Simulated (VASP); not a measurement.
Write the native input for VASP 6.6.1 that does the following.

```
Task                               : single point
Functional                         : HSE06
Potentials or basis                : VASP PAW PBE potentials, release 64 (Sr_sv, O)
Cutoff                             : 520 eV
k mesh                             : 6 × 6 × 6
Occupations                        : gaussian, width 0.01 eV
Spin                               : no spin polarisation
Dipole correction                  : no
Grid for exact exchange (PRECFOCK) : Normal
Further INCAR settings             : ALGO = Normal; EDIFF = 1e-06; NBANDS = 15
Screening parameter                : 0.2079 1/Å
```

The system is SrO.

```
Sr O
1.0
     0.00000    2.47747    2.47747
     2.47747    0.00000    2.47747
     2.47747    2.47747    0.00000
Sr O
1 1
Direct
  0.00000 0.00000 0.00000
  0.50000 0.50000 0.50000
```

This cell differs from its parent crystal: strain -4.0%.

One way to write it, as run:

POSCAR

```
SrO
1.0
    0.0000000000      2.4774706260      2.4774706260
    2.4774706260      0.0000000000      2.4774706260
    2.4774706260      2.4774706260      0.0000000000
Sr O
1 1
Direct
    0.0000000000      0.0000000000      0.0000000000
    0.5000000000      0.5000000000      0.5000000000
```

INCAR.step1

```
PREC = Accurate
ENCUT = 520
EDIFF = 1E-5
ISMEAR = 0
SIGMA = 0.01
LREAL = F
LASPH = T
NELM = 100
ALGO = Normal
ISIF = 2
LWAVE = T
NBANDS = 15
GGA = PE
```

INCAR.step2

```
PREC = Accurate
ENCUT = 520
EDIFF = 1E-6
ISMEAR = 0
SIGMA = 0.01
LREAL = F
LASPH = T
NELM = 100
ALGO = Normal
ISIF = 2
LWAVE = F
LCHARG = T
GGA = PE
LHFCALC = T
HFSCREEN = 0.2079
PRECFOCK = Normal
LELF = T
LVHAR = T
NBANDS = 15
ISTART = 1
```

KPOINTS

```
regular mesh
0
Gamma
  6 6 6
```

Potentials or basis: VASP PAW PBE potentials, release 64 (Sr_sv, O).

The run is started by

```bash
$ cat potpaw_PBE.64/Sr_sv/POTCAR potpaw_PBE.64/O/POTCAR > POTCAR
$ cp INCAR.step1 INCAR
$ mpirun -np 1 vasp_std > vasp.out
$ cp INCAR.step2 INCAR
$ mpirun -np 1 vasp_std > vasp.out
```

It gave:

```json
{
  "Pressure": "15.1 GPa",
  "Band gap on the k mesh": "4.67 eV, direct"
}
```

Caveat: the cell differs from its parent crystal (strain -4.0%); the PAW data sets were made with another functional, which shifts forces and pressure a little.

It took 24 min on 1 thread of Intel(R) Xeon(R) Platinum 8375C CPU @ 2.90GHz (Ice Lake) (shared host), peak memory 0.26 GiB.
